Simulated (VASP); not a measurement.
# LiSi16 (a cell with a defect) in VASP: notebook

Runs on LiSi16 (a cell with a defect). Level: PBE+D3(BJ). Tasks: single point.

Program: VASP 6.6.1. These are calculated values, not measurements. Logs are shortened: lines on timing, memory, paths and dates and some standing lists are left out, and cuts for length are marked.

## Step 1: The cell of the first run

The cell holds a defect, 17 atoms: a = 7.679 Å, b = 7.679 Å, c = 7.679 Å, α = 60.00°, β = 60.00°, γ = 60.00°.

## Step 2: Single point, PBE+D3(BJ)

INCAR reads:

```
SYSTEM = LiSi16
PREC = Accurate
ENCUT = 520
EDIFF = 1E-6
ISMEAR = 0
SIGMA = 0.02
LREAL = Auto
LASPH = .TRUE.
NELM = 60
ALGO = Normal
ISIF = 2
LWAVE = .FALSE.
LCHARG = .FALSE.
GGA = PE
IVDW = 12
NBANDS = 48
NELECT = 66.0
```

KPOINTS reads:

```
regular mesh
0
G
  2 2 2
  0 0 0
```

POSCAR reads:

```
LiSi16
1.0
    0.0000000000      5.4300000000      5.4300000000
    5.4300000000      0.0000000000      5.4300000000
    5.4300000000      5.4300000000      0.0000000000
Si Li
16 1
Direct
   -0.0044961326      0.0080020258     -0.0014633517
    0.1304458564      0.1253279926      0.1199191529
    0.0222383057     -0.0069259669      0.4926337017
    0.1304476980      0.1253263352      0.6248865562
   -0.0044976059      0.4989779006     -0.0014618785
    0.1033846225      0.6326916206      0.1322529466
   -0.0044965930      0.4989763352      0.5075630755
    0.1304450276      0.6203595764      0.6248883057
    0.5038913444      0.0042071823     -0.0112826888
    0.6191779926      0.1417120626      0.1198463168
    0.5038938306      0.0042039595      0.5037625230
    0.6496534991      0.1172689687      0.6168284530
    0.4736348987      0.5092757827      0.0088343462
    0.6191757827      0.6202879374      0.1198468692
    0.5038904236      0.4891572744      0.5037668508
    0.6191770718      0.6202879374      0.6412709945
    0.6652690608      0.7787303867      0.2782896869
```

Potentials or basis: VASP PAW PBE potentials, release 64 (Si, Li_sv).

Command:

```console
cat potpaw_PBE.64/Si/POTCAR potpaw_PBE.64/Li_sv/POTCAR > POTCAR
mpirun -np 1 vasp_std > vasp.out
```

OUTCAR:

```text
SYSTEM = LiSi16
   PREC = Accurate
   ENCUT = 520
   EDIFF = 1E-6
   ISMEAR = 0
   LREAL = Auto
   LASPH = .TRUE.
   NELM = 60
   ISIF = 2
   GGA = PE
   IVDW = 12
   NELECT = 66.0
 IVDW          = 12

 ion  position               nearest neighbor table
   1  0.996  0.008  0.999-   4 2.34   2 2.34   6 2.36  10 2.36
   2  0.130  0.125  0.120-   3 2.34   9 2.34   5 2.34   1 2.34
   3  0.022  0.993  0.493-  12 2.34   4 2.34   8 2.34   2 2.34
   4  0.130  0.125  0.625-   3 2.34  11 2.34   7 2.34   1 2.34
   5  0.996  0.499  0.999-   8 2.34   2 2.34   6 2.36  14 2.36
   6  0.103  0.633  0.132-  13 2.32   7 2.36   1 2.36   5 2.36  17 2.75
   7  0.996  0.499  0.508-   4 2.34   8 2.34   6 2.36  16 2.36
   8  0.130  0.620  0.625-   3 2.34  15 2.34   5 2.34   7 2.34
   9  0.504  0.004  0.989-  12 2.34   2 2.34  14 2.41  10 2.41  17 2.50
  10  0.619  0.142  0.120-  13 2.31  17 2.33   1 2.36  11 2.41   9 2.41
  11  0.504  0.004  0.504-  12 2.34   4 2.34  16 2.41  10 2.41  17 2.50
  12  0.650  0.117  0.617-   3 2.34  15 2.34   9 2.34  11 2.34
  13  0.474  0.509  0.009-  16 2.31  10 2.31  14 2.31   6 2.32
  14  0.619  0.620  0.120-  13 2.31  17 2.33   5 2.36   9 2.41  15 2.41
  15  0.504  0.489  0.504-  12 2.34   8 2.34  14 2.41  16 2.41  17 2.50
  16  0.619  0.620  0.641-  13 2.31  17 2.33   7 2.36  11 2.41  15 2.41
  17  0.665  0.779  0.278-  14 2.33  16 2.33  10 2.33  11 2.50   9 2.50  15 2.50   6 2.75

  LATTYP: Found a face centered cubic cell.
 ALAT       =    10.8600000000

  Lattice vectors:

 A1 = (   0.0000000000,   5.4300000000,   5.4300000000)
 A2 = (   5.4300000000,   0.0000000000,   5.4300000000)
 A3 = (   5.4300000000,   5.4300000000,   0.0000000000)

Analysis of symmetry for initial positions (statically):
=====================================================================
 Subroutine PRICEL returns:
 Original cell was already a primitive cell.

 Routine SETGRP: Setting up the symmetry group for a
 face centered cubic supercell.

 Subroutine GETGRP returns: Found  6 space group operations
 (whereof  1 operations were pure point group operations)
 out of a pool of 48 trial point group operations.

The static configuration has the point symmetry C_1 .
 The point group associated with its full space group is C_3v.

Analysis of symmetry for dynamics (positions and initial velocities):
=====================================================================
 Subroutine PRICEL returns:
 Original cell was already a primitive cell.
[... 123 lines left out ...]
   NFREE  =      0    steps in history (QN), initial steepest desc. (CG)
   ISIF   =      2    stress and relaxation
   ISYM   =      2    0-nonsym 1-usesym 2-fastsym
   POTIM  = 0.5000    time-step for ionic-motion
   TEBEG  =    0.0;   TEEND  =   0.0 temperature during run
   PSTRESS=    0.0 pullay stress
   NELECT =      66.0000    total number of electrons
   NUPDOWN=      -1.0000    fix difference up-down
   EMIN   =  10.00;   EMAX   =-10.00  energy-range for DOS
   EFERMI =   0.00;   METHOD = LEGACY
   ISMEAR =     0;   SIGMA  =   0.02  broadening in eV -4-tet -1-fermi 0-gaus
   EFERMI_NEDOS =   21; number of points for ismear=-14 and -15
   IALGO  =     38    algorithm
   IMIX   =      4    mixing-type and parameters
     AMIX     =   0.40;   BMIX     =  1.00
     AMIX_MAG =   1.60;   BMIX_MAG =  1.00
  volume/ion in A,a.u.               =      18.84       127.11
  Fermi-wavevector in a.u.,A,eV,Ry     =   0.967044  1.827449 12.723821  0.935174
  Thomas-Fermi vector in A             =   2.096897
   LORBIT       =      0    0 simple, 1 ext, 2 COOP (PROOUT), +10 PAW based schemes
   GGA     = PE    functional components
   LHFCALC =     F    Hartree Fock is set to
   AEXX    =    0.0000 exact exchange contribution
   IVDW    =    12    specifies the selected vdW correction
   LEPSILON=     F    determine dielectric tensor
   LRPA    =     F    only Hartree local field effects (RPA)
 non-spin polarized calculation
 Gauss-broadening in eV      SIGMA  =   0.02
  energy-cutoff  :      520.00
  volume of cell :      320.21
 maximum number of plane-waves:      8646
 NGX is ok and might be reduce to    60
   NGX = 29   NGY = 29   NGZ = 29

 number of electron      66.0000000 magnetization

 Free energy of the ion-electron system (eV)
  ---------------------------------------------------
  ext. energy  EPLUGINS =         0.00000000
  ---------------------------------------------------
  free energy    TOTEN  =       -93.25544306 eV

  energy without entropy =      -93.25544306  energy(sigma->0) =      -93.25544306

 E-fermi :   6.2012     XC(G=0):  -9.4434

 val. band max:        6.0530800236   @ k =   0.0000   0.0000   0.0000
 cond. band min:       6.5217886069   @ k =   0.0000   0.0000   0.0000
 fundamental gap:      0.4687085833
 Fermi energy:         6.2012369418

 k-point     1 :       0.0000    0.0000    0.0000
  band No.  band energies     occupation
      1     -40.2938      2.00000
      2      -5.9156      2.00000
      3      -3.6690      2.00000
      4      -3.6105      2.00000
      5      -3.6105      2.00000
      6      -3.5769      2.00000
[... 181 lines left out ...]
     44      10.2869      0.00000
     45      10.3285      0.00000
 [bands above 45 left out]

------------------------ aborting loop because EDIFF is reached ----------------------------------------

 Edisp (eV)   -5.45698

 E8    (eV) :    -2.2609

  FORCE on cell =-STRESS in cart. coord.  units (eV):
  Direction    XX          YY          ZZ          XY          YZ          ZX
  --------------------------------------------------------------------------------------
  -------------------------------------------------------------------------------------
  Total      -6.65760    -6.65760    -6.65760     0.56119    -0.56119     0.56119
  in kB     -33.31186   -33.31186   -33.31186     2.80796    -2.80796     2.80796
  external pressure =      -33.31 kB  Pullay stress =        0.00 kB

 VOLUME and BASIS-vectors are now :
 -----------------------------------------------------------------------------
  energy-cutoff  :      520.00
  volume of cell :      320.21
      direct lattice vectors                 reciprocal lattice vectors
     0.000000000  5.430000000  5.430000000    -0.092081031  0.092081031  0.092081031
     5.430000000  0.000000000  5.430000000     0.092081031 -0.092081031  0.092081031
     5.430000000  5.430000000  0.000000000     0.092081031  0.092081031 -0.092081031

 POSITION                                       TOTAL-FORCE (eV/Angst)
 -----------------------------------------------------------------------------------
      5.46551     10.82764      5.44904         0.015958     -0.015958     -0.016700
      1.33169      1.35948      1.38885         0.031960     -0.007653     -0.031960
      8.06739      2.79576      5.51315         0.043266     -0.043266     -0.043266
      4.07366      4.10147      1.38885         0.007653     -0.031960     -0.031960
      8.13151     10.82764      8.11503         0.016700     -0.015958     -0.015958
      4.15365      1.27951      3.99689         0.007669     -0.007669     -0.007669
[... 9 lines left out ...]
      6.85027      6.84423      6.73029         0.039287     -0.043964     -0.039287
      5.73962      5.12352      7.84092        -0.424699      0.424699      0.424699
 -----------------------------------------------------------------------------------
    total drift:                               -0.008093      0.000740      0.002148

  FREE ENERGIE OF THE ION-ELECTRON SYSTEM (eV)
  ---------------------------------------------------
  free  energy   TOTEN  =       -98.7124190282 eV

  energy  without entropy=      -98.7124190282  energy(sigma->0) =      -98.71241903
```

Run time: 3.5 min. Hardware: 1 thread of Intel Xeon 8259CL, shared host; peak memory 0.46 GiB.

Results:

| Item | Value |
| --- | --- |
| Free energy | -98.7124 eV |
| Largest force | 0.736 eV/Å |
| Dispersion energy per atom | -0.321 eV |

Forces in eV/Å, atoms in the order of the input:
```
Si   0.016 -0.016 -0.017
Si   0.032 -0.008 -0.032
Si   0.043 -0.043 -0.043
Si   0.008 -0.032 -0.032
Si   0.017 -0.016 -0.016
Si   0.008 -0.008 -0.008
Si   0.016 -0.017 -0.016
Si   0.032 -0.032 -0.008
Si   0.041 -0.010 -0.041
Si   0.039 -0.039 -0.044
Si   0.010 -0.041 -0.041
Si   0.042 -0.042 -0.042
Si  -0.003  0.003  0.003
Si   0.044 -0.039 -0.039
Si   0.041 -0.041 -0.010
Si   0.039 -0.044 -0.039
Li  -0.425  0.425  0.425
```

Caveat: the k points lie up to 0.50 Å⁻¹ apart; the cell carries a net charge on a neutralising background, which shifts energy and pressure; the cell is charged against a uniform background, so pressure and absolute levels hang on convention; the cutoff is under 1.25 times the usual one of these potentials, so pressure, stress and relaxed cells hold a basis-set (Pulay) error.

## Step 3: Single point, PBE+D3(BJ)

INCAR reads:

```
SYSTEM = LiSi16
PREC = Accurate
ENCUT = 520
EDIFF = 1E-7
ISMEAR = 0
SIGMA = 0.02
LREAL = Auto
LASPH = .True.
NELM = 60
ALGO = Normal
ISIF = 2
LWAVE = .False.
LCHARG = .True.
GGA = PE
IVDW = 12
LELF = .True.
LVHAR = .True.
NELECT = 66.0
NBANDS = 48
```

KPOINTS reads:

```
Automatic mesh
0
Gamma
  2 2 2
  0 0 0
```

POSCAR reads:

```
LiSi16
1.0
    0.0000000000      5.4300000000      5.4300000000
    5.4300000000      0.0000000000      5.4300000000
    5.4300000000      5.4300000000      0.0000000000
Si Li
16 1
Direct
   -0.0047008287      0.0053945672     -0.0001910681
    0.1302511050      0.1267687845      0.1171326888
    0.0223822284     -0.0069496317      0.4924387661
    0.1302504604      0.1267685083      0.6261589319
   -0.0046983425      0.5004187845     -0.0001924494
    0.1034925414      0.6326800184      0.1320698895
   -0.0046989871      0.5004186924      0.5047844383
    0.1302521179      0.6177440147      0.6261578269
    0.5065759669      0.0054651013     -0.0165802026
    0.6218546041      0.1365980663      0.1209302947
    0.5065751381      0.0054655617      0.5048523020
    0.6521285451      0.1164685083      0.6158581952
    0.4760778085      0.5084849908      0.0078750460
    0.6218576427      0.6215386740      0.1209267035
    0.5065772560      0.4840319521      0.5048518416
    0.6218569982      0.6215393186      0.6359897790
    0.4606196133      0.8469708103      0.3463612339
```

Potentials or basis: VASP PAW PBE potentials, release 64 (Si, Li_sv).

Command:

```console
cat potpaw_PBE.64/Si/POTCAR potpaw_PBE.64/Li_sv/POTCAR > POTCAR
mpirun -np 1 vasp_std > vasp.out
```

It took 4.8 min on 1 thread of Intel Xeon 8259CL, shared host; peak memory 0.47 GiB.

It converged, with:

| Property | Result |
| --- | --- |
| Free energy | -98.7117 eV |
| Largest force | 0.738 eV/Å |
| Dispersion energy per atom | -0.321 eV |

Forces in eV/Å, atoms in the order of the input:
```
Si  -0.033  0.033  0.009
Si  -0.015  0.018  0.015
Si  -0.008  0.008  0.008
Si  -0.018  0.015  0.015
Si  -0.009  0.033  0.033
Si  -0.043  0.043  0.043
Si  -0.033  0.009  0.033
Si  -0.015  0.015  0.018
Si  -0.040  0.042  0.040
Si  -0.041  0.041  0.011
Si  -0.042  0.040  0.040
Si   0.001 -0.001 -0.001
Si  -0.040  0.040  0.040
Si  -0.011  0.041  0.041
Si  -0.040  0.040  0.042
Si  -0.041  0.011  0.041
Li   0.426 -0.426 -0.426
```

Levels at points of the mesh, in eV from the Fermi level:
| k point | band 29 | band 30 | band 31 | band 32 | band 33 | band 34 | band 35 | band 36 | band 37 | band 38 |
| --- | --- | --- | --- | --- | --- | --- | --- | --- | --- | --- |
| (0.00, 0.00, 0.00) | -1.32 | -1.23 | -0.21 | -0.15 | -0.15 | 0.32 | 0.49 | 0.49 | 0.57 | 0.57 |
| (0.50, 0.00, 0.00) | -2.17 | -0.96 | -0.96 | -0.88 | -0.88 | 1.11 | 1.12 | 1.12 | 1.54 | 1.54 |
| (0.00, 0.50, 0.00) | -2.28 | -1.00 | -0.97 | -0.91 | -0.88 | 0.99 | 1.15 | 1.31 | 1.34 | 1.42 |
| (0.50, 0.50, 0.00) | -2.04 | -1.55 | -1.54 | -1.47 | -1.42 | 0.87 | 0.97 | 2.02 | 2.12 | 2.21 |

Caveat: the k points lie up to 0.50 Å⁻¹ apart; the cell carries a net charge on a neutralising background, which shifts energy and pressure; the cell is charged against a uniform background, so pressure and absolute levels hang on convention; the cutoff is under 1.25 times the usual one of these potentials, so pressure, stress and relaxed cells hold a basis-set (Pulay) error.
